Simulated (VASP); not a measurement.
# Ni (P6_3/mmc) in VASP: further runs, part 2 of 2

VASP 6.6.1. Earlier steps stand in the parts before.

## Step 4: Single point, r2SCAN, collinear spin, ferromagnetic start

This run uses another cell than the first one, of 10.15 Å³/atom, 1.091 times its volume.

POSCAR

```
Ni
1.0
    2.4149374537      0.0000000000      0.0000000000
   -1.2074687268      2.0913971830      0.0000000000
    0.0000000000      0.0000000000      4.0177628822
Ni
2
Direct
    0.3333333333      0.6666666667      0.2500000000
    0.6666666667      0.3333333333      0.7500000000
```

INCAR.step1

```
SYSTEM = Ni
ALGO     = Normal         ! electronic algorithm
EDIFF    = 1E-4           ! SCF threshold, eV
ENCUT    = 520            ! plane-wave cutoff, eV
GGA      = PE             ! functional
ISMEAR   = 1              ! smearing method
ISPIN    = 2              ! spin polarisation
LASPH    = .TRUE.         ! aspherical terms in the spheres
LCHARG   = .FALSE.        ! write CHGCAR
LMAXMIX  = 4              ! l up to which the mixer works
LREAL    = .FALSE.        ! projectors in reciprocal space
LWAVE    = .TRUE.         ! write WAVECAR
MAGMOM   = 1.5 1.5        ! initial moments
NBANDS   = 21             ! bands
NELM     = 150            ! most SCF steps
PREC     = Accurate       ! precision mode
SIGMA    = 0.02           ! smearing width, eV
```

INCAR.step2

```
SYSTEM = Ni
ALGO     = Normal         ! electronic algorithm
EDIFF    = 1E-6           ! SCF threshold, eV
ENCUT    = 520            ! plane-wave cutoff, eV
ISIF     = 2              ! what is computed and relaxed
ISMEAR   = 1              ! smearing method
ISPIN    = 2              ! spin polarisation
ISTART   = 1            
LASPH    = .TRUE.         ! aspherical terms in the spheres
LCHARG   = .FALSE.        ! write CHGCAR
LMAXMIX  = 4              ! l up to which the mixer works
LMIXTAU  = .TRUE.       
LORBIT   = 11             ! projections on sites
LREAL    = .FALSE.        ! projectors in reciprocal space
LWAVE    = .FALSE.        ! write WAVECAR
MAGMOM   = 1.5 1.5        ! initial moments
METAGGA  = R2SCAN         ! meta-GGA
NBANDS   = 21             ! bands
NELM     = 150            ! most SCF steps
PREC     = Accurate       ! precision mode
SIGMA    = 0.02           ! smearing width, eV
```

KPOINTS

```
k-points
0
G
  13 13 7
  0 0 0
```

Potentials or basis: VASP PAW PBE potentials, release 64 (Ni).

Command:

```bash
$ cat potpaw_PBE.64/Ni/POTCAR > POTCAR
$ cp INCAR.step1 INCAR
$ mpirun -np 1 vasp_std > vasp.out
$ cp INCAR.step2 INCAR
$ mpirun -np 1 vasp_std > vasp.out
```

OUTCAR:

```text
SYSTEM = Ni
   EDIFF = 1E-6
   ENCUT = 520
   ISIF = 2
   ISMEAR = 1
   ISPIN = 2
   ISTART = 1
   LASPH = .TRUE.
   LORBIT = 11
   LREAL = .FALSE.
   METAGGA = R2SCAN
   NELM = 150
   PREC = Accurate

 ion  position               nearest neighbor table
   1  0.333  0.667  0.250-   2 2.45   2 2.45   2 2.45   2 2.45   2 2.45   2 2.45
   2  0.667  0.333  0.750-   1 2.45   1 2.45   1 2.45   1 2.45   1 2.45   1 2.45

  LATTYP: Found a hexagonal cell.
 ALAT       =     2.4149374537
 C/A-ratio  =     1.6637130192

  Lattice vectors:

 A1 = (   2.4149374537,   0.0000000000,   0.0000000000)
 A2 = (  -1.2074687268,   2.0913971830,   0.0000000000)
 A3 = (   0.0000000000,   0.0000000000,   4.0177628822)

Analysis of symmetry for initial positions (statically):
=====================================================================
 Subroutine PRICEL returns:
 Original cell was already a primitive cell.

 Routine SETGRP: Setting up the symmetry group for a
 hexagonal supercell.

 Subroutine GETGRP returns: Found 24 space group operations
[... 779 lines left out ...]
      6       8.7739      1.00000
[... 565 lines left out ...]
     20      40.5818      0.00000
     21      41.6595      0.00000

 [... further k-points ...]

------------------------ aborting loop because EDIFF is reached ----------------------------------------

  FORCE on cell =-STRESS in cart. coord.  units (eV):
  Direction    XX          YY          ZZ          XY          YZ          ZX
  --------------------------------------------------------------------------------------
  -------------------------------------------------------------------------------------
  Total        1.1088115      1.1088115      1.3480366      0.0000000      0.0000000      0.0000000
  in kB       87.5470638     87.5470637    106.4352708      0.0000000      0.0000000      0.0000000
  external PRESSURE =      93.8431328 kB  Pullay stress =       0.0000000 kB

 VOLUME and BASIS-vectors are now :
 -----------------------------------------------------------------------------
  energy-cutoff  :      520.00
  volume of cell :       20.29
      direct lattice vectors                 reciprocal lattice vectors
     2.414937454  0.000000000  0.000000000     0.414089399  0.239074626  0.000000000
    -1.207468727  2.091397183  0.000000000     0.000000000  0.478149253  0.000000000
     0.000000000  0.000000000  4.017762882     0.000000000  0.000000000  0.248894728

 POSITION                                       TOTAL-FORCE (eV/Angst)
 -----------------------------------------------------------------------------------
     -0.00000      1.39426      1.00444         0.000000      0.000000      0.000000
      1.20747      0.69713      3.01332        -0.000000     -0.000000      0.000000
 -----------------------------------------------------------------------------------
    total drift:                                0.000000     -0.000000     -0.000000

  FREE ENERGIE OF THE ION-ELECTRON SYSTEM (eV)
  ---------------------------------------------------
  free  energy   TOTEN  =       -23.7762566700 eV

  energy  without entropy=      -23.7762975902  energy(sigma->0) =      -23.77627031

 total charge

# of ion       s       p       d       tot
------------------------------------------
    1        0.542   0.579   8.363   9.483
    2        0.542   0.579   8.363   9.483
--------------------------------------------------
tot          1.084   1.157  16.725  18.966

 magnetization (x)

# of ion       s       p       d       tot
------------------------------------------
    1       -0.009  -0.043   0.713   0.661
    2       -0.009  -0.043   0.713   0.661
--------------------------------------------------
tot         -0.019  -0.086   1.427   1.322
```

OSZICAR.step1:

```text
N       E                     dE             d eps       ncg     rms          rms(c)
DAV:   1     0.947411517873E+02    0.94741E+02   -0.87329E+03  7690   0.138E+03
DAV:   2    -0.714930340256E+01   -0.10189E+03   -0.93727E+02  7161   0.235E+02
DAV:   3    -0.126601282965E+02   -0.55108E+01   -0.53269E+01  8108   0.623E+01
DAV:   4    -0.127250854814E+02   -0.64957E-01   -0.64908E-01  8088   0.634E+00
DAV:   5    -0.127267674539E+02   -0.16820E-02   -0.16819E-02  8221   0.102E+00    0.157E+01
DAV:   6    -0.113520913090E+02    0.13747E+01   -0.64149E+00  8418   0.564E+01    0.833E+00
DAV:   7    -0.108480305327E+02    0.50406E+00   -0.13252E+00  8215   0.222E+01    0.293E+00
DAV:   8    -0.108159615419E+02    0.32069E-01   -0.10742E-02 10229   0.142E+00    0.144E+00
DAV:   9    -0.108119317317E+02    0.40298E-02   -0.63652E-04  9868   0.255E-01    0.592E-01
DAV:  10    -0.108102768885E+02    0.16548E-02   -0.37931E-04  8993   0.482E-01    0.322E-01
DAV:  11    -0.108104274606E+02   -0.15057E-03   -0.10214E-04  4646   0.182E-01    0.390E-02
DAV:  12    -0.108104230941E+02    0.43665E-05   -0.19177E-05  3938   0.500E-02
   1 F= -.10810423E+02 E0= -.10810486E+02  d E =0.187880E-03  mag=     1.2549
```

It took 2.2 min on 1 thread of Intel Xeon 6975P-C (Granite Rapids), shared host; peak memory 0.17 GiB.

What came out:

| Quantity | Value |
| --- | --- |
| Free energy | -23.7763 eV |
| Pressure | 9.4 GPa |
| Net moment | 1.29 μB per cell |
| Site moments | Ni +0.66 μB |
| Valence electrons inside the program's atomic spheres | Ni 9.48 |

Stress tensor (GPa, compression positive):
```
 8.75  0.00  0.00
 0.00  8.75  0.00
 0.00  0.00 10.64
```

Levels at points of the mesh, in eV from the Fermi level:
Spin up:
| k point | band 8 | band 9 | band 10 | band 11 | band 12 | band 13 | band 14 | band 15 |
| --- | --- | --- | --- | --- | --- | --- | --- | --- |
| (0.00, 0.00, 0.00) | -1.90 | -1.90 | -0.90 | -0.90 | -0.69 | 5.95 | 24.28 | 26.78 |
Spin down:
| k point | band 5 | band 6 | band 7 | band 8 | band 9 | band 10 | band 11 | band 12 | band 13 | band 14 |
| --- | --- | --- | --- | --- | --- | --- | --- | --- | --- | --- |
| (0.00, 0.00, 0.00) | -1.71 | -1.51 | -1.51 | -1.23 | -1.23 | -0.87 | -0.18 | -0.18 | 6.70 | 24.14 |

Caveat: the PAW data sets were made with another functional, which shifts forces and pressure a little.

## Step 5: Single point, r2SCAN, collinear spin, ferromagnetic start

This run uses another cell than the first one, of 10.57 Å³/atom, 1.136 times its volume.

POSCAR

```
Ni
1.0
    2.4480229000      0.0000000000      0.0000000000
   -1.2240114500      2.1200500200      0.0000000000
    0.0000000000      0.0000000000      4.0728075700
Ni
2
Direct
    0.3333333333      0.6666666667      0.2500000000
    0.6666666667      0.3333333333      0.7500000000
```

INCAR.step1

```
PREC     = Accurate       # precision mode
ENCUT    = 520            # plane-wave cutoff, eV
ISMEAR   = 1              # smearing method
SIGMA    = 0.02           # smearing width, eV
LREAL    = F              # projectors in reciprocal space
LASPH    = T              # aspherical terms in the spheres
NELM     = 150            # most SCF steps
ISPIN    = 2              # spin polarisation
MAGMOM   = 1.5 1.5        # initial moments
LMAXMIX  = 4              # l up to which the mixer works
NBANDS   = 21             # bands
GGA      = PE             # functional
ALGO     = Normal         # electronic algorithm
EDIFF    = 1E-4           # SCF threshold, eV
LWAVE    = T              # write WAVECAR
LCHARG   = F              # write CHGCAR
```

INCAR.step2

```
PREC     = Accurate       # precision mode
ENCUT    = 520            # plane-wave cutoff, eV
EDIFF    = 1E-6           # SCF threshold, eV
ISMEAR   = 1              # smearing method
SIGMA    = 0.02           # smearing width, eV
LREAL    = F              # projectors in reciprocal space
LASPH    = T              # aspherical terms in the spheres
NELM     = 150            # most SCF steps
ALGO     = Normal         # electronic algorithm
ISIF     = 2              # what is computed and relaxed
LWAVE    = F              # write WAVECAR
LCHARG   = F              # write CHGCAR
ISPIN    = 2              # spin polarisation
MAGMOM   = 1.5 1.5        # initial moments
LORBIT   = 11             # projections on sites
LMAXMIX  = 4              # l up to which the mixer works
METAGGA  = R2SCAN         # meta-GGA
LMIXTAU  = T            
NBANDS   = 21             # bands
ISTART   = 1
```

KPOINTS

```
Automatic mesh
0
Gamma
  13 13 7
```

Command:

```bash
$ cat potpaw_PBE.64/Ni/POTCAR > POTCAR
$ cp INCAR.step1 INCAR
$ mpirun -np 1 vasp_std > vasp.out
$ cp INCAR.step2 INCAR
$ mpirun -np 1 vasp_std > vasp.out
```

Wall time 2.2 min (1 thread of Intel Xeon 6975P-C (Granite Rapids), shared host); peak memory 0.17 GiB.

The run converged. Its results:

```
Free energy                                           : -23.8008 eV
Pressure                                              : 0.0 GPa
Net moment                                            : 1.35 μB per cell
Site moments                                          : Ni +0.69 μB
Valence electrons inside the program's atomic spheres : Ni 9.40
```

Stress tensor (GPa, compression positive):
```
-1.05  0.00  0.00
 0.00 -1.05  0.00
 0.00  0.00  1.97
```

Levels at points of the mesh, in eV from the Fermi level:
Spin up:
| k point | band 7 | band 8 | band 9 | band 10 | band 11 | band 12 | band 13 | band 14 | band 15 | band 16 |
| --- | --- | --- | --- | --- | --- | --- | --- | --- | --- | --- |
| (0.00, 0.00, 0.00) | -2.54 | -1.87 | -1.87 | -0.93 | -0.93 | -0.62 | 5.62 | 23.91 | 26.30 | 26.30 |
Spin down:
```tsv
k point	band 5	band 6	band 7	band 8	band 9	band 10	band 11	band 12	band 13	band 14
(0.00, 0.00, 0.00)	-1.55	-1.42	-1.42	-1.17	-1.17	-0.79	-0.19	-0.19	6.40	23.76
```

Caveat: the PAW data sets were made with another functional, which shifts forces and pressure a little.

## Step 6: Single point, r2SCAN, collinear spin, ferromagnetic start

This run uses another cell than the first one, of 10.99 Å³/atom, 1.182 times its volume.

POSCAR

```
Ni
1.0
    2.4802374219      0.0000000000      0.0000000000
   -1.2401187110      2.1479486143      0.0000000000
    0.0000000000      0.0000000000      4.1264032895
Ni
2
Direct
    0.3333333333      0.6666666667      0.2500000000
    0.6666666667      0.3333333333      0.7500000000
```

INCAR.step1, as its differences from that of step 5:

```diff
@@ -4,4 +4,4 @@
 SIGMA    = 0.02           # smearing width, eV
-LREAL    = F              # projectors in reciprocal space
-LASPH    = T              # aspherical terms in the spheres
+LREAL    = False          # projectors in reciprocal space
+LASPH    = True           # aspherical terms in the spheres
 NELM     = 150            # most SCF steps
@@ -14,3 +14,3 @@
 EDIFF    = 1E-4           # SCF threshold, eV
-LWAVE    = T              # write WAVECAR
-LCHARG   = F              # write CHGCAR
+LWAVE    = True           # write WAVECAR
+LCHARG   = False          # write CHGCAR
```

INCAR.step2

```
PREC     = Accurate       # precision mode
ENCUT    = 520            # plane-wave cutoff, eV
EDIFF    = 1E-6           # SCF threshold, eV
ISMEAR   = 1              # smearing method
SIGMA    = 0.02           # smearing width, eV
LREAL    = False          # projectors in reciprocal space
LASPH    = True           # aspherical terms in the spheres
NELM     = 150            # most SCF steps
ALGO     = Normal         # electronic algorithm
ISIF     = 2              # what is computed and relaxed
LWAVE    = False          # write WAVECAR
LCHARG   = False          # write CHGCAR
ISPIN    = 2              # spin polarisation
MAGMOM   = 1.5 1.5        # initial moments
LORBIT   = 11             # projections on sites
LMAXMIX  = 4              # l up to which the mixer works
METAGGA  = R2SCAN         # meta-GGA
LMIXTAU  = True         
NBANDS   = 21             # bands
ISTART   = 1
```

KPOINTS

```
regular mesh
0
Gamma
  13 13 7
```

Potentials or basis: VASP PAW PBE potentials, release 64 (Ni).

Command:

```bash
$ cat potpaw_PBE.64/Ni/POTCAR > POTCAR
$ cp INCAR.step1 INCAR
$ mpirun -np 1 vasp_std > vasp.out
$ cp INCAR.step2 INCAR
$ mpirun -np 1 vasp_std > vasp.out
```

It took 2.2 min on 1 thread of Intel Xeon 6975P-C (Granite Rapids), shared host; peak memory 0.17 GiB.

Results (log left out):

| Item | Value |
| --- | --- |
| Free energy | -23.7793 eV |
| Pressure | -7.9 GPa |
| Net moment | 1.35 μB per cell |
| Site moments | Ni +0.70 μB |
| Valence electrons inside the program's atomic spheres | Ni 9.33 |

Stress tensor (GPa, compression positive):
```
-8.91  0.00  0.00
 0.00 -8.91  0.00
 0.00  0.00 -5.90
```

Levels at points of the mesh, in eV from the Fermi level:
Spin up:
```
           k point  band 7  band 8  band 9  band 10  band 11  band 12  band 13  band 14  band 15  band 16
(0.00, 0.00, 0.00)   -2.47   -1.83   -1.83    -0.94    -0.94    -0.54     5.32    23.55    25.57    25.57
```
Spin down:
| k point | band 6 | band 7 | band 8 | band 9 | band 10 | band 11 | band 12 | band 13 |
| --- | --- | --- | --- | --- | --- | --- | --- | --- |
| (0.00, 0.00, 0.00) | -1.34 | -1.34 | -1.13 | -1.13 | -0.72 | -0.20 | -0.20 | 6.10 |

Caveat: the PAW data sets were made with another functional, which shifts forces and pressure a little.

## Step 7: Summary

```csv
cell,gap on the mesh (eV),pressure (GPa),moment (μB)
"a = 2.346, b = 2.346, c = 3.903 Å, angles 90.0, 90.0, 120.0°, 2 atoms",none,36.8,1.27
"a = 2.381, b = 2.381, c = 3.961 Å, angles 90.0, 90.0, 120.0°, 2 atoms",none,21.4,1.27
"a = 2.415, b = 2.415, c = 4.018 Å, angles 90.0, 90.0, 120.0°, 2 atoms",none,9.4,1.29
"a = 2.448, b = 2.448, c = 4.073 Å, angles 90.0, 90.0, 120.0°, 2 atoms",none,0.0,1.35
"a = 2.480, b = 2.480, c = 4.126 Å, angles 90.0, 90.0, 120.0°, 2 atoms",none,-7.9,1.35
```

Alike in all rows: task single point; level r2SCAN; potentials or basis VASP PAW PBE potentials, release 64 (Ni); spin collinear, ferromagnetic start; k mesh 13 × 13 × 7; cutoff (eV) 520; smearing methfessel-paxton 0.02 eV.

Caveats: the PAW data sets were made with another functional, which shifts forces and pressure a little.

Total energies depend on the potentials used, so only differences within one code and one set of settings carry meaning.
